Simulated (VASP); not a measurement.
The system is Mg.

```
Mg
1.0
     3.19787    0.00000    0.00000
    -1.59893    2.76943    0.00000
     0.00000    0.00000   10.38720
Mg
4
Cartesian
  1.5989 0.9231 7.7904
  0.0000 0.0000 5.1936
  0.0000 1.8463 2.5968
  0.0000 0.0000 0.0000
```

Base run:

| Property | Result |
| --- | --- |
| Program | VASP 6.6.1 |
| Functional | PBEsol |
| Potentials or basis | VASP PAW PBE potentials, release 64 (Mg) |
| Cutoff | 520 eV |
| k mesh | 10 × 10 × 3 |
| Occupations | fermi-dirac, width 0.05 eV |
| Spin | no spin polarisation |

Its results: band gap on the k mesh zero (band 4 reaches 3.23 eV, above the bottom of band 5 at 1.34 eV); pressure -0.6 GPa.

**Question.** The run is repeated on the same cell with these changes: functional from PBEsol to PBE. What comes out?

**Answer.** Band gap on the k mesh zero (band 4 reaches 3.27 eV, above the bottom of band 5 at 1.38 eV); pressure 0.0 GPa.

PBE binds less tightly than PBEsol, so the same cell stands under more pressure.

Caveats: the PAW data sets were made with another functional, which shifts forces and pressure a little (some runs).
